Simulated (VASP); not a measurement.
A run of VASP 6.6.1 is set up as follows.

Contents of INCAR:

```
SYSTEM = BN
PREC = Accurate
ENCUT = 1330
EDIFF = 1E-6
ISMEAR = 0
SIGMA = 0.1
LREAL = .False.
LASPH = .True.
NELM = 120
ALGO = Normal
ISIF = 2
LWAVE = .False.
LCHARG = .False.
GGA = CA
NBANDS = 11
GGA_COMPAT = .False.
```

Contents of KPOINTS:

```
Automatic mesh
0
Gamma
  10 10 10
  0 0 0
```

POSCAR

```
BN
1.0
    0.0000000000      1.7899407110      1.7899407110
    1.7899407110      0.0000000000      1.7899407110
    1.7899407110      1.7899407110      0.0000000000
B N
1 1
Direct
    0.0000000000      0.0000000000      0.0000000000
    0.2500000000      0.2500000000      0.2500000000
```

Potentials or basis: VASP PAW LDA potentials, release 64 (B_h, N_h).

Launch:

```sh
$ cat potpaw_LDA.64/B_h/POTCAR potpaw_LDA.64/N_h/POTCAR > POTCAR
$ mpirun -np 1 vasp_std > vasp.out
```

Problem. Predict the band gap on the k mesh.

Solution. 4.38 eV (least direct gap 8.83 eV).

Problem. Estimate the pressure.

Solution. 0.9 GPa.

A k mesh can miss the band edges.
